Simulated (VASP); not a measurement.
# SnO2 (Pbcn) in VASP: a series of runs

The runs below take SnO2 through single point, with r2SCAN.

Program: VASP 6.6.1. These are calculated values, not measurements. Logs are shortened: lines on timing, memory, paths and dates and some standing lists are left out, and cuts for length are marked.

## Step 1: The cell of the first run

The structure is orthorhombic, space group Pbcn (No. 60). Conventional cell: a = 4.716 Å, b = 5.725 Å, c = 5.223 Å, α = 90.00°, β = 90.00°, γ = 90.00°. Sn (site symmetry 2) has 6 O at 2.03 to 2.10 Å within 2.7 Å. Within 2.7 Å of O (site symmetry 1) lie 3 Sn at 2.03 to 2.10 Å and 1 O at 2.63 Å.

## Step 2: Single point, r2SCAN

File POSCAR:

```
SnO2
1.0
    4.7156554156      0.0000000000      0.0000000000
    0.0000000000      5.7245251322      0.0000000000
    0.0000000000      0.0000000000      5.2228576306
Sn O
4 8
Direct
    0.5000000000      0.6655736224      0.7500000000
    0.0000000000      0.8344263776      0.2500000000
    0.5000000000      0.3344263776      0.2500000000
    0.0000000000      0.1655736224      0.7500000000
    0.7305411755      0.6068653930      0.0785214791
    0.2305411755      0.8931346070      0.9214785209
    0.7694588245      0.8931346070      0.5785214791
    0.2694588245      0.6068653930      0.4214785209
    0.7305411755      0.3931346070      0.5785214791
    0.2305411755      0.1068653930      0.4214785209
    0.7694588245      0.1068653930      0.0785214791
    0.2694588245      0.3931346070      0.9214785209
```

File INCAR.step1:

```
SYSTEM = SnO2
  PREC = Accurate
  ENCUT = 520
  ISMEAR = 0
  SIGMA = 0.02
  LREAL = .False.
  LASPH = .True.
  NELM = 80
  NBANDS = 64
  GGA = PE
  ALGO = Normal
  EDIFF = 1E-4
  LWAVE = .True.
  LCHARG = .False.
```

File INCAR.step2:

```
SYSTEM = SnO2
  PREC = Accurate
  ENCUT = 520
  EDIFF = 1E-7
  ISMEAR = 0
  SIGMA = 0.02
  LREAL = .False.
  LASPH = .True.
  NELM = 80
  ALGO = Normal
  ISIF = 2
  LWAVE = .False.
  LCHARG = .False.
  METAGGA = R2SCAN
  LMIXTAU = .True.
  NBANDS = 64
  ISTART = 1
```

File KPOINTS:

```
regular mesh
0
Gamma
  6 6 6
  0 0 0
```

Potentials or basis: VASP PAW PBE potentials, release 64 (Sn_d, O).

Command:

```sh
$ cat potpaw_PBE.64/Sn_d/POTCAR potpaw_PBE.64/O/POTCAR > POTCAR
$ cp INCAR.step1 INCAR
$ mpirun -np 1 vasp_std > vasp.out
$ cp INCAR.step2 INCAR
$ mpirun -np 1 vasp_std > vasp.out
```

OUTCAR:

```text
SYSTEM = SnO2
   PREC = Accurate
   ENCUT = 520
   EDIFF = 1E-7
   ISMEAR = 0
   LREAL = .False.
   LASPH = .True.
   NELM = 80
   ISIF = 2
   METAGGA = R2SCAN
   ISTART = 1

 ion  position               nearest neighbor table
   1  0.500  0.666  0.750-   6 2.03   7 2.03   5 2.06   8 2.06   9 2.10  12 2.10   3 3.23   3 3.23
                             2 3.65   2 3.65   2 3.65   2 3.65   4 3.71   4 3.71   4 3.71   4 3.71
   2  0.000  0.834  0.250-   5 2.03   8 2.03   7 2.06   6 2.06  10 2.10  11 2.10   4 3.23   4 3.23
                             1 3.65   1 3.65   1 3.65   1 3.65   3 3.71   3 3.71   3 3.71   3 3.71
   3  0.500  0.334  0.250-  10 2.03  11 2.03   9 2.06  12 2.06   5 2.10   8 2.10   1 3.23   1 3.23
                             4 3.65   4 3.65   4 3.65   4 3.65   2 3.71   2 3.71   2 3.71   2 3.71
   4  0.000  0.166  0.750-   9 2.03  12 2.03  11 2.06  10 2.06   6 2.10   7 2.10   2 3.23   2 3.23
                             3 3.65   3 3.65   3 3.65   3 3.65   1 3.71   1 3.71   1 3.71   1 3.71
   5  0.731  0.607  0.079-   2 2.03   1 2.06   3 2.10
   6  0.231  0.893  0.921-   1 2.03   2 2.06   4 2.10
   7  0.769  0.893  0.579-   1 2.03   2 2.06   4 2.10
   8  0.269  0.607  0.421-   2 2.03   1 2.06   3 2.10
   9  0.731  0.393  0.579-   4 2.03   3 2.06   1 2.10
  10  0.231  0.107  0.421-   3 2.03   4 2.06   2 2.10
  11  0.769  0.107  0.079-   3 2.03   4 2.06   2 2.10
  12  0.269  0.393  0.921-   4 2.03   3 2.06   1 2.10

  LATTYP: Found a simple orthorhombic cell.
 ALAT       =     4.7156554156
 B/A-ratio  =     1.1075570987
 C/A-ratio  =     1.2139405083

  Lattice vectors:

 A1 = (  -4.7156554156,   0.0000000000,   0.0000000000)
 A2 = (   0.0000000000,   0.0000000000,   5.2228576306)
 A3 = (   0.0000000000,   5.7245251322,   0.0000000000)

Analysis of symmetry for initial positions (statically):
=====================================================================
 Subroutine PRICEL returns:
 Original cell was already a primitive cell.

 Routine SETGRP: Setting up the symmetry group for a
 simple orthorhombic supercell.

 Subroutine GETGRP returns: Found  8 space group operations
 (whereof  2 operations were pure point group operations)
 out of a pool of  8 trial point group operations.

The static configuration has the point symmetry S_2 .
 The point group associated with its full space group is D_2h.

Analysis of symmetry for dynamics (positions and initial velocities):
=====================================================================
 Subroutine PRICEL returns:
 Original cell was already a primitive cell.

 Routine SETGRP: Setting up the symmetry group for a
 simple orthorhombic supercell.

 Subroutine GETGRP returns: Found  8 space group operations
 (whereof  2 operations were pure point group operations)
 out of a pool of  8 trial point group operations.

The dynamic configuration has the point symmetry S_2 .
 The point group associated with its full space group is D_2h.

 Subroutine INISYM returns: Found  8 space group operations
 (whereof  2 operations are pure point group operations),
 and found     1 'primitive' translations

----------------------------------------------------------------------------------------

                                     Primitive cell

  volume of cell :     140.9905

  direct lattice vectors                    reciprocal lattice vectors
     4.715655416  0.000000000  0.000000000     0.212059600  0.000000000  0.000000000
     0.000000000  5.724525132  0.000000000     0.000000000  0.174686979  0.000000000
     0.000000000  0.000000000  5.222857631     0.000000000  0.000000000  0.191466065

  length of vectors
     4.715655416  5.724525132  5.222857631     0.212059600  0.174686979  0.191466065

  position of ions in fractional coordinates (direct lattice)
     0.500000000  0.665573622  0.750000000
     0.000000000  0.834426378  0.250000000
     0.500000000  0.334426378  0.250000000
     0.000000000  0.165573622  0.750000000
     0.730541176  0.606865393  0.078521479
     0.230541176  0.893134607  0.921478521
     0.769458824  0.893134607  0.578521479
     0.269458824  0.606865393  0.421478521
     0.730541176  0.393134607  0.578521479
     0.230541176  0.106865393  0.421478521
     0.769458824  0.106865393  0.078521479
     0.269458824  0.393134607  0.921478521

  ion indices of the primitive-cell ions
   primitive index   ion index
                 1           1
                 2           2
                 3           3
                 4           4
                 5           5
                 6           6
                 7           7
                 8           8
                 9           9
                10          10
                11          11
                12          12

----------------------------------------------------------------------------------------

 KPOINTS: regular mesh

Automatic generation of k-mesh.
 Grid dimensions read from file:
 generate k-points for:    6    6    6

 Generating k-lattice:

  Cartesian coordinates                     Fractional coordinates (reciprocal lattice)
     0.035343267  0.000000000  0.000000000     0.166666667  0.000000000  0.000000000
     0.000000000  0.029114496  0.000000000     0.000000000  0.166666667  0.000000000
     0.000000000  0.000000000  0.031911011     0.000000000  0.000000000  0.166666667

  Length of vectors
     0.035343267  0.029114496  0.031911011

  Shift w.r.t. Gamma in fractional coordinates (k-lattice)
     0.000000000  0.000000000  0.000000000

 Subroutine IBZKPT returns following result:
 ===========================================

 Found     64 irreducible k-points:

 Following reciprocal coordinates:
            Coordinates               Weight
  0.000000  0.000000  0.000000      1.000000
  0.166667  0.000000  0.000000      2.000000
  0.333333  0.000000  0.000000      2.000000
  0.500000  0.000000  0.000000      1.000000
  0.000000  0.166667  0.000000      2.000000
  0.166667  0.166667  0.000000      4.000000
[... 16 lines left out ...]
  0.333333  0.166667  0.166667      8.000000
  0.500000  0.166667  0.166667      4.000000
 [... further k-points ...]
   k-points           NKPTS =     64   k-points in BZ     NKDIM =     64   number of bands    NBANDS=     64
   number of dos      NEDOS =    301   number of ions     NIONS =     12
   total plane-waves  NPLWV =  69120
   dimension x,y,z NGX =    36 NGY =   48 NGZ =   40
   dimension x,y,z NGXF=    72 NGYF=   96 NGZF=   80
   ions per type =               4   8
   NGX,Y,Z   is equivalent  to a cutoff of  12.69, 13.94, 12.73 a.u.
   NGXF,Y,Z  is equivalent  to a cutoff of  25.38, 27.88, 25.46 a.u.
 SYSTEM =  SnO2
   PREC   = accura    normal or accurate (medium, high low for compatibility)
   ISTART =      1    job   : 0-new  1-cont  2-samecut
   ICHARG =      0    charge: 1-file 2-atom 10-const
   ISPIN  =      1    spin polarized calculation?
   LNONCOLLINEAR =      F non collinear calculations
   LSORBIT =      F    spin-orbit coupling
   LASPH  =      T    aspherical Exc in radial PAW
   ENCUT  =  520.0 eV  38.22 Ry    6.18 a.u.   8.77 10.64  9.71*2*pi/ulx,y,z
   NELM   =     80;   NELMIN=  2; NELMDL=  0     # of ELM steps
   EDIFF  = 0.1E-06   stopping-criterion for ELM
   LREAL  =      F    real-space projection
   EDIFFG = 0.1E-05   stopping-criterion for IOM
   NSW    =      0    number of steps for IOM
   IBRION =     -1    ionic relax: 0-MD 1-quasi-New 2-CG
   NFREE  =      0    steps in history (QN), initial steepest desc. (CG)
   ISIF   =      2    stress and relaxation
   ISYM   =      2    0-nonsym 1-usesym 2-fastsym
   POTIM  = 0.5000    time-step for ionic-motion
   TEBEG  =    0.0;   TEEND  =   0.0 temperature during run
   PSTRESS=    0.0 pullay stress
   NELECT =     104.0000    total number of electrons
   NUPDOWN=      -1.0000    fix difference up-down
   EMIN   =  10.00;   EMAX   =-10.00  energy-range for DOS
   EFERMI =   0.00;   METHOD = LEGACY
   ISMEAR =     0;   SIGMA  =   0.02  broadening in eV -4-tet -1-fermi 0-gaus
   EFERMI_NEDOS =   21; number of points for ismear=-14 and -15
   IALGO  =     38    algorithm
   IMIX   =      4    mixing-type and parameters
     AMIX     =   0.40;   BMIX     =  1.00
     AMIX_MAG =   1.60;   BMIX_MAG =  1.00
  volume/ion in A,a.u.               =      11.75        79.29
  Fermi-wavevector in a.u.,A,eV,Ry     =   1.479186  2.795256 29.769417  2.187990
  Thomas-Fermi vector in A             =   2.593375
   LORBIT       =      0    0 simple, 1 ext, 2 COOP (PROOUT), +10 PAW based schemes
   METAGGA = R2SCAN    functional components
   LHFCALC =     F    Hartree Fock is set to
   AEXX    =    0.0000 exact exchange contribution
   IVDW    =     0    specifies the selected vdW correction
   LEPSILON=     F    determine dielectric tensor
   LRPA    =     F    only Hartree local field effects (RPA)
 non-spin polarized calculation
 Gauss-broadening in eV      SIGMA  =   0.02
  energy-cutoff  :      520.00
  volume of cell :      140.99
 maximum number of plane-waves:      3838
 NGX is ok and might be reduce to    36
   NGX = 17   NGY = 21   NGZ = 19

 number of electron     103.9999961 magnetization

 Free energy of the ion-electron system (eV)
  ---------------------------------------------------
  ext. energy  EPLUGINS =         0.00000000
  ---------------------------------------------------
  free energy    TOTEN  =      -169.03670512 eV

  energy without entropy =     -169.03670512  energy(sigma->0) =     -169.03670512

 E-fermi :   5.7462     XC(G=0): -12.1686

 val. band max:        5.5720699779   @ k =   0.3333   0.0000   0.0000
 cond. band min:       7.7915714139   @ k =   0.0000   0.0000   0.0000
 fundamental gap:      2.2195014360
 Fermi energy:         5.7462213096

 k-point     1 :       0.0000    0.0000    0.0000
  band No.  band energies     occupation
      1     -15.7379      2.00000
      2     -15.5712      2.00000
      3     -15.4799      2.00000
      4     -15.1351      2.00000
      5     -14.9623      2.00000
      6     -14.7015      2.00000
[... 56 lines left out ...]
     63      17.5910      0.00000
     64      17.7552      0.00000

 k-point     2 :       0.1667    0.0000    0.0000
  band No.  band energies     occupation
      1     -15.7305      2.00000
      2     -15.4951      2.00000
      3     -15.4662      2.00000
      4     -15.1666      2.00000
      5     -15.0956      2.00000
      6     -14.7183      2.00000
[... 56 lines left out ...]
     63      17.4282      0.00000
     64      17.8652      0.00000

 k-point     3 :       0.3333    0.0000    0.0000
  band No.  band energies     occupation
      1     -15.6696      2.00000
      2     -15.4210      2.00000
      3     -15.3274      2.00000
      4     -15.3140      2.00000
      5     -15.2474      2.00000
      6     -14.8539      2.00000
[... 1396 lines left out ...]
     63      17.2117      0.00000
     64      17.8432      0.00000

 k-point    24 :       0.5000    0.1667    0.1667
  band No.  band energies     occupation
      1     -15.5723      2.00000
      2     -15.5723      2.00000
      3     -15.2977      2.00000
      4     -15.2977      2.00000
      5     -15.0746      2.00000
      6     -15.0746      2.00000
[... 56 lines left out ...]
     63      17.5662      0.00000
     64      17.5663      0.00000

 [... further k-points ...]
[... 5 lines left out ...]
  --------------------------------------------------------------------------------------
  -------------------------------------------------------------------------------------
  Total        2.7005563      2.6879860      2.9362632      0.0000000      0.0000000      0.0000000
  in kB       30.6883896     30.5455440     33.3668994      0.0000000      0.0000000      0.0000000
  external PRESSURE =      31.5336110 kB  Pullay stress =       0.0000000 kB

 VOLUME and BASIS-vectors are now :
 -----------------------------------------------------------------------------
  energy-cutoff  :      520.00
  volume of cell :      140.99
      direct lattice vectors                 reciprocal lattice vectors
     4.715655416  0.000000000  0.000000000     0.212059600  0.000000000  0.000000000
     0.000000000  5.724525132  0.000000000     0.000000000  0.174686979  0.000000000
     0.000000000  0.000000000  5.222857631     0.000000000  0.000000000  0.191466065

 POSITION                                       TOTAL-FORCE (eV/Angst)
 -----------------------------------------------------------------------------------
      2.35783      3.81009      3.91714         0.000000      0.024882     -0.000000
      0.00000      4.77669      1.30571         0.000000     -0.024882     -0.000000
      2.35783      1.91443      1.30571        -0.000000     -0.024882     -0.000000
      0.00000      0.94783      3.91714        -0.000000      0.024882     -0.000000
      3.44498      3.47402      0.41011         0.019635     -0.008605      0.007378
      1.08715      5.11277      4.81275         0.019635      0.008605     -0.007378
      3.62850      5.11277      3.02154        -0.019635      0.008605      0.007378
      1.27067      3.47402      2.20132        -0.019635     -0.008605     -0.007378
      3.44498      2.25051      3.02154         0.019635      0.008605      0.007378
      1.08715      0.61175      2.20132         0.019635     -0.008605     -0.007378
      3.62850      0.61175      0.41011        -0.019635     -0.008605      0.007378
      1.27067      2.25051      4.81275        -0.019635      0.008605     -0.007378
 -----------------------------------------------------------------------------------
    total drift:                                0.000000      0.000000     -0.000000

  FREE ENERGIE OF THE ION-ELECTRON SYSTEM (eV)
  ---------------------------------------------------
  free  energy   TOTEN  =      -169.0367051200 eV

  energy  without entropy=     -169.0367051200  energy(sigma->0) =     -169.03670512
```

Run time: 14 min. Hardware: 1 thread of Intel Xeon 6975P-C (Granite Rapids), shared host; peak memory 0.54 GiB.

What came out:

- Free energy: -169.0367 eV
- Pressure: 3.2 GPa
- Largest force: 0.025 eV/Å
- Band gap on the k mesh: 2.22 eV

Forces on the atoms (eV/Å):
```
Sn   0.000  0.025  0.000
Sn   0.000 -0.025  0.000
Sn   0.000 -0.025  0.000
Sn   0.000  0.025  0.000
O    0.020 -0.009  0.007
O    0.020  0.009 -0.007
O   -0.020  0.009  0.007
O   -0.020 -0.009 -0.007
O    0.020  0.009  0.007
O    0.020 -0.009 -0.007
O   -0.020 -0.009  0.007
O   -0.020  0.009 -0.007
```

Stress tensor (GPa, compression positive):
```
3.07 0.00 0.00
0.00 3.05 0.00
0.00 0.00 3.34
```

Caveat: the cell stands under pressure; the PAW data sets were made with another functional, which shifts forces and pressure a little; spin-orbit coupling is left out, which moves the levels of the heavy elements.

## Step 3: Single point, r2SCAN (uniaxial strain along c: +1.0 %, then relaxed in part)

File POSCAR:

```
SnO2
1.0
    4.7074081783      0.0000000000      0.0000000000
    0.0000000000      5.7376232209      0.0000000000
    0.0000000000      0.0000000000      5.2904878260
Sn O
4 8
Direct
    0.5000000000      0.6633865144      0.7500000000
    0.0000000000      0.8366134856      0.2500000000
    0.5000000000      0.3366134856      0.2500000000
    0.0000000000      0.1633865144      0.7500000000
    0.7297161729      0.6086400679      0.0787966289
    0.2297161729      0.8913599321      0.9212033711
    0.7702838271      0.8913599321      0.5787966289
    0.2702838271      0.6086400679      0.4212033711
    0.7297161729      0.3913599321      0.5787966289
    0.2297161729      0.1086400679      0.4212033711
    0.7702838271      0.1086400679      0.0787966289
    0.2702838271      0.3913599321      0.9212033711
```

File INCAR.step1:

```
PREC = Accurate
ENCUT = 520
ISMEAR = 0
SIGMA = 0.02
LREAL = F
LASPH = T
NELM = 80
NBANDS = 64
GGA = PE
ALGO = Normal
EDIFF = 1E-4
LWAVE = T
LCHARG = F
```

File INCAR.step2:

```
PREC = Accurate
ENCUT = 520
EDIFF = 1E-7
ISMEAR = 0
SIGMA = 0.02
LREAL = F
LASPH = T
NELM = 80
ALGO = Normal
ISIF = 2
LWAVE = F
LCHARG = F
METAGGA = R2SCAN
LMIXTAU = T
NBANDS = 64
ISTART = 1
```

File KPOINTS:

```
regular mesh
0
Gamma
  6 6 6
```

Potentials or basis: VASP PAW PBE potentials, release 64 (Sn_d, O).

Command:

```sh
$ cat potpaw_PBE.64/Sn_d/POTCAR potpaw_PBE.64/O/POTCAR > POTCAR
$ cp INCAR.step1 INCAR
$ mpirun -np 1 vasp_std > vasp.out
$ cp INCAR.step2 INCAR
$ mpirun -np 1 vasp_std > vasp.out
```

It took 75 min on 1 thread of Oxide Virtual Turin-like, shared host; peak memory 0.51 GiB.

Results (log left out):

```yaml
Free_energy: -169.0512 eV
Pressure: 0.3 GPa
Largest_force: 0.022 eV/Å
Band_gap_on_the_k_mesh: 2.03 eV (least direct gap 2.06 eV)
```

Forces in eV/Å, atoms in the order of the input:
```
Sn   0.000  0.022  0.000
Sn   0.000 -0.022  0.000
Sn   0.000 -0.022  0.000
Sn   0.000  0.022  0.000
O    0.019 -0.006  0.003
O    0.019  0.006 -0.003
O   -0.019  0.006  0.003
O   -0.019 -0.006 -0.003
O    0.019  0.006  0.003
O    0.019 -0.006 -0.003
O   -0.019 -0.006  0.003
O   -0.019  0.006 -0.003
```

Stress tensor (GPa, compression positive):
```
 0.98  0.00  0.00
 0.00  1.06  0.00
 0.00  0.00 -1.16
```

Levels at points of the mesh, in eV from the valence-band top:
```csv
k point,band 50,band 51,band 52,band 53,band 54,band 55
"(0.00, 0.00, 0.00)",-0.14,-0.12,-0.04,2.03,6.95,7.12
"(0.50, 0.00, 0.00)",-0.29,-0.06,-0.06,5.25,5.25,6.07
"(0.00, 0.50, 0.00)",-0.90,-0.11,-0.11,4.74,4.74,7.75
"(0.50, 0.50, 0.00)",-0.56,-0.19,-0.19,5.71,5.71,6.85
"(0.00, 0.00, 0.50)",-0.26,-0.15,-0.15,5.16,5.16,6.97
"(0.50, 0.00, 0.50)",-0.25,-0.25,-0.25,5.74,5.74,5.74
"(0.00, 0.50, 0.50)",-0.32,-0.32,-0.32,6.29,6.29,6.29
"(0.50, 0.50, 0.50)",-0.37,-0.37,-0.37,6.20,6.20,6.20
```

Caveat: the cell differs from its parent crystal (uniaxial strain along c: +1.0 %, then relaxed in part); the PAW data sets were made with another functional, which shifts forces and pressure a little; spin-orbit coupling is left out, which moves the levels of the heavy elements.
